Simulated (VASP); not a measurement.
# Sn (P-1) in VASP: single point with PBEsol

Aim: the single point of Sn with PBEsol.

Program: VASP 6.6.1. These are calculated values, not measurements. Logs are shortened: lines on timing, memory, paths and dates and some standing lists are left out, and cuts for length are marked.

### 1 The cell of the first run

The typed cell holds 4 atoms: a = 3.406 Å, b = 3.406 Å, c = 11.503 Å, α = 94.57°, β = 79.57°, γ = 119.08°.

### 2 Single point, PBEsol (the part above a cut slid along it)

The input, INCAR:

```
PREC = Accurate
ENCUT = 520
EDIFF = 1E-6
ISMEAR = 0
SIGMA = 0.15
LREAL = F
LASPH = T
NELM = 60
ALGO = Fast
ISIF = 2
LWAVE = F
LCHARG = F
GGA = PS
NBANDS = 36
KPAR = 4
```

The input, KPOINTS:

```
regular mesh
0
Gamma
  16 16 4
```

The input, POSCAR:

```
Sn
1.0
   -1.7265390000      1.7755470000     -2.3383420000
   -1.7265390000     -1.7755470000      2.3383420000
   -1.1510260000     10.0614330000      5.4561313333
Sn
4
Direct
   -0.1458333333     -0.4375000000      0.8750000000
    0.2291666667      0.6875000000      0.1250000000
    0.4375000000      0.3125000000      0.3750000000
    0.6458333333     -0.0625000000      0.6250000000
```

Potentials or basis: VASP PAW PBE potentials, release 64 (Sn_d).

Started as:

```
cat potpaw_PBE.64/Sn_d/POTCAR > POTCAR
mpirun -np 4 vasp_std > vasp.out
```

OUTCAR:

```text
PREC = Accurate
   ENCUT = 520
   EDIFF = 1E-6
   ISMEAR = 0
   LREAL = F
   LASPH = T
   NELM = 60
   ISIF = 2
   GGA = PS

 ion  position               nearest neighbor table
   1  0.854  0.562  0.875-   2 3.27   2 3.38   4 3.41   4 3.41   4 3.55
   2  0.229  0.688  0.125-   1 3.27   1 3.38   3 3.41   3 3.41   3 3.55
   3  0.438  0.312  0.375-   4 3.41   2 3.41   2 3.41   4 3.41   2 3.55   4 3.55
   4  0.646  0.938  0.625-   1 3.41   3 3.41   1 3.41   3 3.41   3 3.55   1 3.55

  LATTYP: Found a triclinic cell.
 ALAT       =     3.4060750692
 B/A-ratio  =     1.0000000000
 C/A-ratio  =     3.4276439149
 COS(alpha) =     0.0284585786
 COS(beta)  =     0.2283606934
 COS(gamma) =     0.4861050494

  Lattice vectors:

 A1 = (   1.7265390000,   1.7755470000,  -2.3383420000)
 A2 = (  -1.7265390000,   1.7755470000,  -2.3383420000)
 A3 = (   2.3020520000,  10.0614330000,   5.4561313333)

Analysis of symmetry for initial positions (statically):
=====================================================================
 Subroutine PRICEL returns:
 Original cell was already a primitive cell.

 Routine SETGRP: Setting up the symmetry group for a
 triclinic supercell.

 Subroutine GETGRP returns: Found  2 space group operations
 (whereof  1 operations were pure point group operations)
 out of a pool of  2 trial point group operations.

The static configuration has the point symmetry C_1 .
 The point group associated with its full space group is S_2 .

Analysis of symmetry for dynamics (positions and initial velocities):
=====================================================================
 Subroutine PRICEL returns:
 Original cell was already a primitive cell.

 Routine SETGRP: Setting up the symmetry group for a
 triclinic supercell.

 Subroutine GETGRP returns: Found  2 space group operations
 (whereof  1 operations were pure point group operations)
 out of a pool of  2 trial point group operations.

The dynamic configuration has the point symmetry C_1 .
 The point group associated with its full space group is S_2 .

 Subroutine INISYM returns: Found  2 space group operations
 (whereof  1 operations are pure point group operations),
 and found     1 'primitive' translations

----------------------------------------------------------------------------------------

                                     Primitive cell

  volume of cell :     114.6929

  direct lattice vectors                    reciprocal lattice vectors
    -1.726539000  1.775547000 -2.338342000    -0.289596702  0.058667367 -0.169279487
    -1.726539000 -1.775547000  2.338342000    -0.289596702 -0.105601260  0.133641700
    -1.151026000 10.061433000  5.456131333     0.000000000  0.070400840  0.053456680

  length of vectors
     3.406075069  3.406075069 11.503332734     0.340534366  0.335973183  0.088396238

  position of ions in fractional coordinates (direct lattice)
     0.854166667  0.562500000  0.875000000
     0.229166667  0.687500000  0.125000000
     0.437500000  0.312500000  0.375000000
     0.645833333  0.937500000  0.625000000

  ion indices of the primitive-cell ions
   primitive index   ion index
                 1           1
                 2           2
                 3           3
                 4           4

----------------------------------------------------------------------------------------

 KPOINTS: regular mesh

Automatic generation of k-mesh.
 Grid dimensions read from file:
 generate k-points for:   16   16    4

 Generating k-lattice:

  Cartesian coordinates                     Fractional coordinates (reciprocal lattice)
    -0.018099794  0.003666710 -0.010579968     0.062500000  0.000000000  0.000000000
    -0.018099794 -0.006600079  0.008352606     0.000000000  0.062500000  0.000000000
     0.000000000  0.017600210  0.013364170    -0.000000000  0.000000000  0.250000000

  Length of vectors
     0.021283398  0.020998324  0.022099059

  Shift w.r.t. Gamma in fractional coordinates (k-lattice)
     0.000000000  0.000000000  0.000000000

 Subroutine IBZKPT returns following result:
 ===========================================

 Found    516 irreducible k-points:

 Following reciprocal coordinates:
            Coordinates               Weight
  0.000000  0.000000  0.000000      1.000000
  0.062500  0.000000 -0.000000      2.000000
  0.125000  0.000000 -0.000000      2.000000
  0.187500  0.000000  0.000000      2.000000
  0.250000  0.000000 -0.000000      2.000000
  0.312500  0.000000  0.000000      2.000000
[... 16 lines left out ...]
 -0.187500  0.062500  0.000000      2.000000
 -0.125000  0.062500  0.000000      2.000000
 [... further k-points ...]
   k-points           NKPTS =    516   k-points in BZ     NKDIM =    516   number of bands    NBANDS=     36
   number of dos      NEDOS =    301   number of ions     NIONS =      4
   total plane-waves  NPLWV =  70560
   dimension x,y,z NGX =    28 NGY =   28 NGZ =   90
   dimension x,y,z NGXF=    56 NGYF=   56 NGZF=  180
   ions per type =               4
   NGX,Y,Z   is equivalent  to a cutoff of  13.67, 13.67, 13.01 a.u.
   NGXF,Y,Z  is equivalent  to a cutoff of  27.33, 27.33, 26.01 a.u.
 SYSTEM =  unknown system
   PREC   = accura    normal or accurate (medium, high low for compatibility)
   ISTART =      0    job   : 0-new  1-cont  2-samecut
   ICHARG =      2    charge: 1-file 2-atom 10-const
   ISPIN  =      1    spin polarized calculation?
   LNONCOLLINEAR =      F non collinear calculations
   LSORBIT =      F    spin-orbit coupling
   LASPH  =      T    aspherical Exc in radial PAW
   ENCUT  =  520.0 eV  38.22 Ry    6.18 a.u.   6.33  6.33 21.39*2*pi/ulx,y,z
   NELM   =     60;   NELMIN=  2; NELMDL= -5     # of ELM steps
   EDIFF  = 0.1E-05   stopping-criterion for ELM
   LREAL  =      F    real-space projection
   EDIFFG = 0.1E-04   stopping-criterion for IOM
   NSW    =      0    number of steps for IOM
   IBRION =     -1    ionic relax: 0-MD 1-quasi-New 2-CG
   NFREE  =      0    steps in history (QN), initial steepest desc. (CG)
   ISIF   =      2    stress and relaxation
   ISYM   =      2    0-nonsym 1-usesym 2-fastsym
   POTIM  = 0.5000    time-step for ionic-motion
   TEBEG  =    0.0;   TEEND  =   0.0 temperature during run
   PSTRESS=    0.0 pullay stress
   NELECT =      56.0000    total number of electrons
   NUPDOWN=      -1.0000    fix difference up-down
   EMIN   =  10.00;   EMAX   =-10.00  energy-range for DOS
   EFERMI =   0.00;   METHOD = LEGACY
   ISMEAR =     0;   SIGMA  =   0.15  broadening in eV -4-tet -1-fermi 0-gaus
   EFERMI_NEDOS =   21; number of points for ismear=-14 and -15
   IALGO  =     68    algorithm
   IMIX   =      4    mixing-type and parameters
     AMIX     =   0.40;   BMIX     =  1.00
     AMIX_MAG =   1.60;   BMIX_MAG =  1.00
  volume/ion in A,a.u.               =      28.67       193.50
  Fermi-wavevector in a.u.,A,eV,Ry     =   1.289116  2.436076 22.610433  1.661820
  Thomas-Fermi vector in A             =   2.421028
   LORBIT       =      0    0 simple, 1 ext, 2 COOP (PROOUT), +10 PAW based schemes
   GGA     = PS    functional components
   LHFCALC =     F    Hartree Fock is set to
   AEXX    =    0.0000 exact exchange contribution
   IVDW    =     0    specifies the selected vdW correction
   LEPSILON=     F    determine dielectric tensor
   LRPA    =     F    only Hartree local field effects (RPA)
 non-spin polarized calculation
 RMM-DIIS sequential band-by-band and
 Gauss-broadening in eV      SIGMA  =   0.15
  energy-cutoff  :      520.00
  volume of cell :      114.69
 maximum number of plane-waves:      3116
 NGX is ok and might be reduce to    28
   NGX = 13   NGY = 13   NGZ = 43

 number of electron      55.9999986 magnetization

 Free energy of the ion-electron system (eV)
  ---------------------------------------------------
  ext. energy  EPLUGINS =         0.00000000
  ---------------------------------------------------
  free energy    TOTEN  =       -16.83377506 eV

  energy without entropy =      -16.80940527  energy(sigma->0) =      -16.82159017

 E-fermi :   7.3410     XC(G=0): -10.2527

 val. band max:        7.3361495721   @ k =  -0.1250  -0.2500   0.2500
 cond. band min:       7.3414164585   @ k =  -0.3750  -0.3750   0.2500
 fundamental gap:      0.0052668864
 Fermi energy:         7.3409901985

 k-point     1 :       0.0000    0.0000    0.0000
  band No.  band energies     occupation
      1     -14.1089      2.00000
      2     -14.0999      2.00000
      3     -14.0969      2.00000
      4     -14.0969      2.00000
      5     -14.0920      2.00000
      6     -14.0845      2.00000
[... 28 lines left out ...]
     35      14.4719      0.00000
     36      14.8774      0.00000

 k-point     2 :       0.0625    0.0000   -0.0000
  band No.  band energies     occupation
      1     -14.1084      2.00000
      2     -14.1009      2.00000
      3     -14.0964      2.00000
      4     -14.0950      2.00000
      5     -14.0901      2.00000
      6     -14.0808      2.00000
[... 28 lines left out ...]
     35      14.4437      0.00000
     36      14.5575      0.00000

 k-point     3 :       0.1250    0.0000   -0.0000
  band No.  band energies     occupation
      1     -14.1133      2.00000
      2     -14.1009      2.00000
      3     -14.0943      2.00000
      4     -14.0931      2.00000
      5     -14.0832      2.00000
      6     -14.0752      2.00000
[... 28 lines left out ...]
     35      14.0985      0.00000
     36      14.4644      0.00000
[... 742 lines left out ...]
 k-point    23 :      -0.1875    0.0625    0.0000
  band No.  band energies     occupation
      1     -14.1146      2.00000
      2     -14.0980      2.00000
      3     -14.0934      2.00000
      4     -14.0881      2.00000
      5     -14.0802      2.00000
      6     -14.0761      2.00000
[... 28 lines left out ...]
     35      13.3260      0.00000
     36      14.3860      0.00000

 k-point    24 :      -0.1250    0.0625    0.0000
  band No.  band energies     occupation
      1     -14.1068      2.00000
      2     -14.0972      2.00000
      3     -14.0957      2.00000
      4     -14.0891      2.00000
      5     -14.0844      2.00000
      6     -14.0766      2.00000
[... 28 lines left out ...]
     35      13.8209      0.00000
     36      14.5049      0.00000

 [... further k-points ...]

------------------------ aborting loop because EDIFF is reached ----------------------------------------

  FORCE on cell =-STRESS in cart. coord.  units (eV):
  Direction    XX          YY          ZZ          XY          YZ          ZX
  --------------------------------------------------------------------------------------
  -------------------------------------------------------------------------------------
  Total       -2.6192352     -2.7998726     -2.6534697     -0.0594670     -0.0679353      0.0441921
  in kB      -36.5888290    -39.1122032    -37.0670594     -0.8307106     -0.9490078      0.6173324
  external PRESSURE =     -37.5893639 kB  Pullay stress =       0.0000000 kB

 VOLUME and BASIS-vectors are now :
 -----------------------------------------------------------------------------
  energy-cutoff  :      520.00
  volume of cell :      114.69
      direct lattice vectors                 reciprocal lattice vectors
    -1.726539000  1.775547000 -2.338342000    -0.289596702  0.058667367 -0.169279487
    -1.726539000 -1.775547000  2.338342000    -0.289596702 -0.105601260  0.133641700
    -1.151026000 10.061433000  5.456131333     0.000000000  0.070400840  0.053456680

 POSITION                                       TOTAL-FORCE (eV/Angst)
 -----------------------------------------------------------------------------------
     -3.45308      9.32162      4.09210         0.012002     -0.059389     -0.022503
     -1.72654      0.44389      1.75376        -0.012002      0.059389      0.022503
     -1.72654      3.99498      1.75376        -0.018586      0.016328      0.013759
     -3.45308      5.77053      4.09210         0.018586     -0.016328     -0.013759
 -----------------------------------------------------------------------------------
    total drift:                               -0.000002      0.000002     -0.000017

  FREE ENERGIE OF THE ION-ELECTRON SYSTEM (eV)
  ---------------------------------------------------
  free  energy   TOTEN  =       -16.8337750635 eV

  energy  without entropy=      -16.8094052708  energy(sigma->0) =      -16.82159017
```

It took 17 min on 4 MPI ranks of Oxide Virtual Turin-like, shared host; peak memory 1.4 GiB.

Results:

- Free energy: -16.8338 eV
- Pressure: -3.8 GPa
- Largest force: 0.065 eV/Å
- Band gap on the k mesh: zero (bands 28 and 29 overlap by 7.17 eV)

Forces in eV/Å, atoms in the order of the input:
```
Sn   0.012 -0.059 -0.023
Sn  -0.012  0.059  0.023
Sn  -0.019  0.016  0.014
Sn   0.019 -0.016 -0.014
```

Caveat: the cell differs from its parent crystal (the part above a cut slid along it); the cell stands under tension; the PAW data sets were made with another functional, which shifts forces and pressure a little; spin-orbit coupling is left out, which moves the levels of the heavy elements.
